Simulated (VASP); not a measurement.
**Mg: relaxation of cell and atoms with PBEsol**

Crystal: Mg.

```xyz
1
Lattice="-1.5632 1.5632 1.5632 1.5632 -1.5632 1.5632 1.5632 1.5632 -1.5632" Properties=species:S:1:pos:R:3 pbc="T T T"
Mg    0.0000    0.0000    0.0000
```

This isn't the form of Mg at room conditions, which is hcp.

| Quantity | Value |
| --- | --- |
| Program | VASP 6.6.1 |
| Task | relaxation of cell and atoms |
| Functional | PBEsol |
| Potentials or basis | VASP PAW PBE potentials, release 64 (Mg) |
| Cutoff | 600 eV |
| k mesh | 20 × 20 × 20 |
| Occupations | gaussian, width 0.1 eV |
| Spin | no spin polarisation |
| Target pressure | 12 GPa |
| Dipole correction | no |
| Further INCAR settings | ALGO = Fast; EDIFF = 1e-06; IBRION = 2; EDIFFG = -0.004; NSW = 70; ISIF = 3 |

* Relaxed volume: 18.15 Å³/atom
* Relaxed cell: a = 2.868 Å, b = 2.868 Å, c = 2.868 Å, α = 109.47°, β = 109.47°, γ = 109.47°
* Space group after relaxing (to 0.1 Å): Im-3m (No. 229)
* Energy change on relaxing (the run minimises the enthalpy): -361.4 meV/atom
* Ionic steps: 6
* Pressure after relaxing: 12.0 GPa
* Band gap on the k mesh: zero (bands 1 and 2 overlap by 4.92 eV)

The path:
| step | energy change (eV) | largest force (eV/Å) | pressure (GPa) | volume (Å³) |
| --- | --- | --- | --- | --- |
| 1 | 0.0000 | 0.0000 | 30.49 | 15.28 |
| 2 | -0.4405 | 0.0000 | 6.83 | 19.52 |
| 3 | -0.3600 | 0.0000 | 12.08 | 18.14 |
| 4 | -0.3646 | 0.0000 | 11.81 | 18.20 |
| 5 | -0.3606 | 0.0000 | 12.04 | 18.14 |
| 6 | -0.3614 | 0.0000 | 12.00 | 18.15 |

Final structure:
```xyz
1
Lattice="-1.6556 1.6556 1.6556 1.6556 -1.6556 1.6556 1.6556 1.6556 -1.6556" Properties=species:S:1:pos:R:3 pbc="T T T"
Mg    0.0000    0.0000    0.0000
```

Levels at points of the mesh, in eV from the Fermi level:
```
           k point  band 1  band 2  band 3  band 4  band 5
(0.00, 0.00, 0.00)   -8.10   14.58   14.58   14.58   16.88
(0.50, 0.00, 0.00)   -1.91   -0.96    9.41   11.25   11.77
(0.50, 0.50, 0.50)    3.97    3.97    4.55    4.55    4.55
```

Run time: 24 s on 1 thread of Intel(R) Xeon(R) Platinum 8488C (Sapphire Rapids), with other jobs on the host, peak memory 0.17 GiB.

Caveat: the cell is relaxed towards a set pressure, so the run minimises the enthalpy, not the energy; the volume moved by over 15 % at a fixed basis, so the end points are rough; the PAW data sets were made with another functional, which shifts forces and pressure a little.
